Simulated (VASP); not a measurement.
# Al2Au (P1) in VASP: notebook, part 2 of 2

VASP 6.6.1. Earlier steps stand in the parts before.

### 4 Single point, r2SCAN+D3(BJ)

This run uses another cell than the first one, of 17.98 Å³/atom.

File POSCAR:

```
Al2Au
1.0
    0.0065700000      2.9964300000      2.9644100000
    2.9991400000      0.0136400000      2.9573500000
    3.0396200000      3.0298500000     -0.0268400000
Al Au
2 1
Direct
    0.3025585942      0.2546025453      0.1837868626
    0.7680600000      0.7266100000      0.7436800000
    0.9971400000      0.9727200000      0.0173000000
```

File INCAR.step1:

```
PREC = Accurate
ENCUT = 550
ISMEAR = -1
SIGMA = 0.02
LREAL = False
LASPH = True
NELM = 120
NBANDS = 16
GGA = PE
ALGO = Normal
EDIFF = 1E-5
LWAVE = True
LCHARG = False
GGA_COMPAT = False
```

File INCAR.step2:

```
PREC = Accurate
ENCUT = 550
EDIFF = 1E-6
ISMEAR = -1
SIGMA = 0.02
LREAL = False
LASPH = True
NELM = 120
ALGO = Normal
ISIF = 2
LWAVE = False
LCHARG = True
METAGGA = R2SCAN
LMIXTAU = True
IVDW = 12
VDW_S6 = 1.0
VDW_S8 = 0.78981345
VDW_A1 = 0.49484001
VDW_A2 = 5.73083694
LELF = True
LVHAR = True
NBANDS = 16
ISTART = 1
GGA_COMPAT = False
```

File KPOINTS:

```
regular mesh
0
Gamma
  5 5 5
```

Potentials or basis: VASP PAW PBE potentials, release 64 (Al, Au).

Command:

```console
> cat potpaw_PBE.64/Al/POTCAR potpaw_PBE.64/Au/POTCAR > POTCAR
> cp INCAR.step1 INCAR
> mpirun -np 1 vasp_std > vasp.out
> cp INCAR.step2 INCAR
> mpirun -np 1 vasp_std > vasp.out
```

OUTCAR:

```text
PREC = Accurate
   ENCUT = 550
   EDIFF = 1E-6
   ISMEAR = -1
   LREAL = False
   LASPH = True
   NELM = 120
   ISIF = 2
   METAGGA = R2SCAN
   IVDW = 12
   ISTART = 1
 IVDW          = 12

 ion  position               nearest neighbor table
   1  0.303  0.255  0.184-   3 2.41   3 2.49   3 2.62   2 2.79   3 2.92   2 2.92   2 2.93   2 3.09
                             2 3.12   2 3.16
   2  0.768  0.727  0.744-   3 2.54   3 2.59   3 2.60   3 2.66   1 2.79   1 2.92   1 2.93   1 3.09
                             1 3.12   1 3.16
   3  0.997  0.973  0.017-   1 2.41   1 2.49   2 2.54   2 2.59   2 2.60   1 2.62   2 2.66   1 2.92

  LATTYP: Found a triclinic cell.
 ALAT       =     7.2912314122
 B/A-ratio  =     0.5780938883
 C/A-ratio  =     0.8273593962
 COS(alpha) =     0.0031521661
 COS(beta)  =     0.4108736860
 COS(gamma) =     0.8653249235

  Lattice vectors:

 A1 = (  -3.0057100000,  -3.0100700000,  -5.9217600000)
 A2 = (  -0.0065700000,  -2.9964300000,  -2.9644100000)
 A3 = (  -6.0321900000,  -0.0470600000,   0.0339000000)

Analysis of symmetry for initial positions (statically):
=====================================================================
 Subroutine PRICEL returns:
 Original cell was already a primitive cell.

 Routine SETGRP: Setting up the symmetry group for a
 triclinic supercell.

 Subroutine GETGRP returns: Found  1 space group operations
 (whereof  1 operations were pure point group operations)
 out of a pool of  2 trial point group operations.

The static configuration has the point symmetry C_1 .

Analysis of symmetry for dynamics (positions and initial velocities):
=====================================================================
 Subroutine PRICEL returns:
 Original cell was already a primitive cell.

 Routine SETGRP: Setting up the symmetry group for a
 triclinic supercell.

 Subroutine GETGRP returns: Found  1 space group operations
 (whereof  1 operations were pure point group operations)
 out of a pool of  2 trial point group operations.

The dynamic configuration has the point symmetry C_1 .

 Subroutine INISYM returns: Found  1 space group operations
 (whereof  1 operations are pure point group operations),
 and found     1 'primitive' translations

----------------------------------------------------------------------------------------

                                     Primitive cell

  volume of cell :      53.9324

  direct lattice vectors                    reciprocal lattice vectors
     0.006570000  2.996430000  2.964410000    -0.166146677  0.168168172  0.167718847
     2.999140000  0.013640000  2.957350000     0.168027713 -0.167076791  0.168509068
     3.039620000  3.029850000 -0.026840000     0.163557599  0.164488265 -0.166627473

  length of vectors
     4.215016318  4.212000215  4.291852881     0.289853177  0.290763258  0.285608460

  position of ions in fractional coordinates (direct lattice)
     0.302558594  0.254602545  0.183786863
     0.768060000  0.726610000  0.743680000
     0.997140000  0.972720000  0.017300000

  ion indices of the primitive-cell ions
   primitive index   ion index
                 1           1
                 2           2
                 3           3

----------------------------------------------------------------------------------------
[... 27 lines left out ...]
  0.000000  0.000000  0.000000      1.000000
  0.200000 -0.000000  0.000000      2.000000
  0.400000 -0.000000  0.000000      2.000000
  0.000000  0.200000 -0.000000      2.000000
  0.200000  0.200000  0.000000      2.000000
  0.400000  0.200000  0.000000      2.000000
[... 16 lines left out ...]
 -0.200000  0.200000  0.200000      2.000000
  0.000000  0.400000  0.200000      2.000000
 [... further k-points ...]
   k-points           NKPTS =     63   k-points in BZ     NKDIM =     63   number of bands    NBANDS=     16
   number of dos      NEDOS =    301   number of ions     NIONS =      3
   total plane-waves  NPLWV =  36864
   dimension x,y,z NGX =    32 NGY =   32 NGZ =   36
   dimension x,y,z NGXF=    64 NGYF=   64 NGZF=   72
   ions per type =               2   1
   NGX,Y,Z   is equivalent  to a cutoff of  12.62, 12.63, 13.94 a.u.
   NGXF,Y,Z  is equivalent  to a cutoff of  25.24, 25.26, 27.89 a.u.
 SYSTEM =  unknown system
   PREC   = accura    normal or accurate (medium, high low for compatibility)
   ISTART =      1    job   : 0-new  1-cont  2-samecut
   ICHARG =      0    charge: 1-file 2-atom 10-const
   ISPIN  =      1    spin polarized calculation?
   LNONCOLLINEAR =      F non collinear calculations
   LSORBIT =      F    spin-orbit coupling
   LASPH  =      T    aspherical Exc in radial PAW
   ENCUT  =  550.0 eV  40.42 Ry    6.36 a.u.   8.06  8.05  8.21*2*pi/ulx,y,z
   NELM   =    120;   NELMIN=  2; NELMDL=  0     # of ELM steps
   EDIFF  = 0.1E-05   stopping-criterion for ELM
   LREAL  =      F    real-space projection
   EDIFFG = 0.1E-04   stopping-criterion for IOM
   NSW    =      0    number of steps for IOM
   IBRION =     -1    ionic relax: 0-MD 1-quasi-New 2-CG
   NFREE  =      0    steps in history (QN), initial steepest desc. (CG)
   ISIF   =      2    stress and relaxation
   ISYM   =      2    0-nonsym 1-usesym 2-fastsym
   POTIM  = 0.5000    time-step for ionic-motion
   TEBEG  =    0.0;   TEEND  =   0.0 temperature during run
   PSTRESS=    0.0 pullay stress
   NELECT =      17.0000    total number of electrons
   NUPDOWN=      -1.0000    fix difference up-down
   EMIN   =  10.00;   EMAX   =-10.00  energy-range for DOS
   EFERMI =   0.00;   METHOD = LEGACY
   ISMEAR =    -1;   SIGMA  =   0.02  broadening in eV -4-tet -1-fermi 0-gaus
   EFERMI_NEDOS =   21; number of points for ismear=-14 and -15
   IALGO  =     38    algorithm
   IMIX   =      4    mixing-type and parameters
     AMIX     =   0.40;   BMIX     =  1.00
     AMIX_MAG =   1.60;   BMIX_MAG =  1.00
  volume/ion in A,a.u.               =      17.98       121.32
  Fermi-wavevector in a.u.,A,eV,Ry     =   1.114144  2.105426 16.889128  1.241316
  Thomas-Fermi vector in A             =   2.250736
   LORBIT       =      0    0 simple, 1 ext, 2 COOP (PROOUT), +10 PAW based schemes
   METAGGA = R2SCAN    functional components
   LHFCALC =     F    Hartree Fock is set to
   AEXX    =    0.0000 exact exchange contribution
   IVDW    =    12    specifies the selected vdW correction
   LEPSILON=     F    determine dielectric tensor
   LRPA    =     F    only Hartree local field effects (RPA)
 non-spin polarized calculation
  energy-cutoff  :      550.00
  volume of cell :       53.93
 maximum number of plane-waves:      1593
   NGX = 17   NGY = 17   NGZ = 17

 number of electron      17.0000000 magnetization

 Free energy of the ion-electron system (eV)
  ---------------------------------------------------
  ext. energy  EPLUGINS =         0.00000000
  ---------------------------------------------------
  free energy    TOTEN  =       -65.31468929 eV

  energy without entropy =      -65.31354969  energy(sigma->0) =      -65.31411949

 E-fermi :   7.6271     XC(G=0): -11.2637

 val. band max:        7.6269546691   @ k =  -0.4000   0.4000   0.4000
 cond. band min:       7.6878342066   @ k =   0.2000   0.2000   0.0000
 fundamental gap:      0.0608795375
 Fermi energy:         7.6270828606

 k-point     1 :       0.0000    0.0000    0.0000
  band No.  band energies     occupation
      1      -3.4215      2.00000
      2       0.6309      2.00000
      3       0.6543      2.00000
      4       0.8712      2.00000
      5       1.6862      2.00000
      6       1.7717      2.00000
[... 433 lines left out ...]
      3       1.1280      2.00000
      4       1.1632      2.00000
      5       1.5560      2.00000
      6       1.8656      2.00000
[... 8 lines left out ...]
     15      17.5254      0.00000
     16      18.0967      0.00000

 [... further k-points ...]

------------------------ aborting loop because EDIFF is reached ----------------------------------------

 Edisp (eV)   -0.57014

 E8    (eV) :    -0.2028

  FORCE on cell =-STRESS in cart. coord.  units (eV):
  Direction    XX          YY          ZZ          XY          YZ          ZX
  --------------------------------------------------------------------------------------
  -------------------------------------------------------------------------------------
  Total       0.41928     0.57158     0.53001    -1.65859     0.61312     0.22837
  in kB      12.45572    16.97992    15.74497   -49.27190    18.21396     6.78436
  external pressure =       15.06 kB  Pullay stress =        0.00 kB

 VOLUME and BASIS-vectors are now :
 -----------------------------------------------------------------------------
  energy-cutoff  :      550.00
  volume of cell :       53.93
      direct lattice vectors                 reciprocal lattice vectors
     0.006570000  2.996430000  2.964410000    -0.166146677  0.168168172  0.167718847
     2.999140000  0.013640000  2.957350000     0.168027713 -0.167076791  0.168509068
     3.039620000  3.029850000 -0.026840000     0.163557599  0.164488265 -0.166627473

 POSITION                                       TOTAL-FORCE (eV/Angst)
 -----------------------------------------------------------------------------------
      1.32422      1.46692      1.64492         0.659071      0.014940     -1.438231
      4.44476      4.56459      4.40572         0.020769     -0.156565      0.185483
      2.97646      3.05354      5.83214        -0.679839      0.141625      1.252748
 -----------------------------------------------------------------------------------
    total drift:                                0.001495     -0.002661      0.001170

  FREE ENERGIE OF THE ION-ELECTRON SYSTEM (eV)
  ---------------------------------------------------
  free  energy   TOTEN  =       -65.8848334608 eV

  energy  without entropy=      -65.8836938577  energy(sigma->0) =      -65.88426366
```

Run time: 3.4 min. Hardware: 1 thread of Intel Xeon 8259CL, shared host; peak memory 0.24 GiB.

What came out:

| Quantity | Value |
| --- | --- |
| Free energy | -65.8848 eV |
| Pressure | 1.5 GPa |
| Largest force | 1.582 eV/Å |
| Band gap on the k mesh | zero (an odd number of electrons rules out a gap without spin polarisation) |
| Dispersion energy per atom | -0.190 eV |

Forces on the atoms (eV/Å):
```
Al   0.659  0.015 -1.438
Al   0.021 -0.157  0.185
Au  -0.680  0.142  1.253
```

Caveat: the k points lie up to 0.37 Å⁻¹ apart, too coarse for converged energies and pressures of a metal; the PAW data sets were made with another functional, which shifts forces and pressure a little; spin-orbit coupling is left out, which moves the levels of the heavy elements.
